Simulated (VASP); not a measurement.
ZrS:

```
Zr S
1.0
     0.00000    2.62500    2.62500
     2.62500    0.00000    2.62500
     2.62500    2.62500    0.00000
Zr S
1 1
Direct
  0.00000 0.00000 0.00000
  0.50000 0.50000 0.50000
```

Base run:

* Program: VASP 6.6.1
* Functional: r2SCAN
* Dispersion: D3(BJ)
* Potentials or basis: VASP PAW PBE potentials, release 64 (Zr_sv, S)
* Cutoff: 520 eV
* k mesh: 10 × 10 × 10
* Occupations: fermi-dirac, width 0.2 eV
* Spin: no spin polarisation

Its results: band gap on the k mesh zero (band 9 reaches 12.44 eV, above the bottom of band 10 at 9.52 eV); pressure -3.7 GPa.

**Question.** The run is repeated on the same cell with these changes: occupations from fermi-dirac, width 0.2 eV to fermi-dirac, width 0.1 eV; further incar settings from ALGO = Normal; EDIFF = 1e-06; NBANDS = 16 to ALGO = Normal; EDIFF = 1e-07; NBANDS = 16. What comes out?

**Answer.** Band gap on the k mesh zero (band 9 reaches 12.43 eV, above the bottom of band 10 at 9.51 eV); pressure -4.1 GPa.

Caveats: three body term missing; the PAW data sets were made with another functional, which shifts forces and pressure a little; pairwise dispersion overbinds metals, which lowers pressure and volume.
